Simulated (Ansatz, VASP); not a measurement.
# Mg in VASP and in Ansatz

The input INCAR:

```
SYSTEM = Mg
  PREC = Accurate
  ENCUT = 520
  EDIFF = 1E-6
  ISMEAR = 0
  SIGMA = 0.15
  LREAL = .FALSE.
  LASPH = .TRUE.
  NELM = 80
  ALGO = Normal
  ISIF = 2
  LWAVE = .FALSE.
  LCHARG = .FALSE.
  GGA = PS
  NBANDS = 9
```

File KPOINTS:

```
Automatic mesh
0
G
  18 18 10
  0 0 0
```

The input POSCAR:

```
Mg
1.0
    2.9525298099      0.0000000000      0.0000000000
   -1.4762649049      2.5569658208      0.0000000000
    0.0000000000      0.0000000000      4.7935036000
Mg
2
Direct
    0.3333333333      0.6666666667      0.2500000000
    0.6666666667      0.3333333333      0.7500000000
```

Input for Ansatz:

```yaml
crystal:
  lattice:
    - [2.9525298099, 0.0, 0.0]
    - [-1.4762649049, 2.5569658208, 0.0]
    - [0.0, 0.0, 4.7935036]
  atoms:
    - { symbol: Mg, position: [0.3333333333, 0.6666666667, 0.25] }
    - { symbol: Mg, position: [0.6666666667, 0.3333333333, 0.75] }
basis:
  ecutwfc: 420
kpoints:
  mp_grid: { grid: [18, 18, 10] }
hamiltonian:
  xc: pbesol
scf:
  occupations: { method: gaussian, width: 0.15 }
output:
  forces: true
  stress: true
  eigenvalues: true
```

Change from the starting cell: strain -0.080 along x and y, -0.080 along z, atoms carried along.

Alike in both runs: task single point; functional PBEsol; k mesh 18 × 18 × 10; occupations gaussian, width 0.15 eV; no spin polarisation.

|  | VASP | Ansatz |
| --- | --- | --- |
| version | VASP 6.6.1 | Ansatz 0.2.0 |
| potentials or method | VASP PAW PBE potentials, release 64 (Mg), cutoff 520 eV | scalar-relativistic, plane waves, PAW |
| valence electrons in the cell | 4 | 20 |

Ansatz gave:

```
gap on the k mesh at the Fermi level (eV)                     : none
pressure (GPa)                                                : 12.5
traceless stress, the component that is largest in VASP (GPa) : -0.32
```

Question: Which values does VASP return?

Answer: gap on the k mesh at the Fermi level (eV): none; pressure (GPa): 12.7; traceless stress, the component that is largest in VASP (GPa): -0.33.

VASP's potentials were made for PBE, not for PBEsol. A gap of «none» marks a metal or a gap that the smearing closes. VASP's potentials hold 4 valence electrons a cell and Ansatz's 20, so a difference there can come from the potentials and not from the codes.
